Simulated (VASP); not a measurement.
Here is a VASP 6.6.1 calculation.

INCAR

```
SYSTEM = ZnCd2Te3
  ALGO = Normal
  EDIFF = 1E-6
  ENCUT = 520
  GGA = PE
  ISIF = 2
  ISMEAR = 0
  LASPH = .TRUE.
  LCHARG = .FALSE.
  LREAL = .FALSE.
  LWAVE = .FALSE.
  NBANDS = 66
  NELM = 60
  PREC = Accurate
  SIGMA = 0.1
```

KPOINTS

```
k-points
0
G
  4 2 4
  0 0 0
```

The input POSCAR:

```
ZnCd2Te3
1.0
    4.5848461534      0.0017190210     -0.0026368524
   -0.0034803639     -9.1705174563     -0.0187373727
   -2.2853515637      2.2721934290     -9.6636923761
Zn Cd Te
2 4 6
Direct
    0.4961105181      0.7506612600     -0.0001558985
    0.4987443091      0.2505138864      0.0004326961
    0.1606037187      0.5817032153      0.3250066183
    0.1639556338      0.0813411751      0.3253317382
    0.8397687142      0.9189400829      0.6749770987
    0.8397905626      0.4186170303      0.6744316446
    0.9227573576      0.7120808942      0.8500887141
    0.9245269792      0.2122920530      0.8505842217
    0.2523379846      0.8745882671      0.5000167958
    0.2519212053      0.3745796336      0.4997473558
    0.5733382028      0.5374770459      0.1496170652
    0.5761448141      0.0372054564      0.1499219501
```

Potentials or basis: VASP PAW PBE potentials, release 64 (Zn, Cd, Te).

The run is started by

```bash
$ cat potpaw_PBE.64/Zn/POTCAR potpaw_PBE.64/Cd/POTCAR potpaw_PBE.64/Te/POTCAR > POTCAR
$ mpirun -np 1 vasp_std > vasp.out
```

What does it give for the largest force?

0.024 eV/Å.

Estimate the pressure.

0.2 GPa.

Predict the band gap on the k mesh.

0.67 eV.

Stress tensor (GPa, compression positive):
```
 0.17 -0.01  0.03
-0.01  0.16 -0.08
 0.03 -0.08  0.20
```

Caveat: semilocal functionals underestimate gaps, and a narrow one can read as zero; spin-orbit coupling is left out, which moves the levels of the heavy elements.
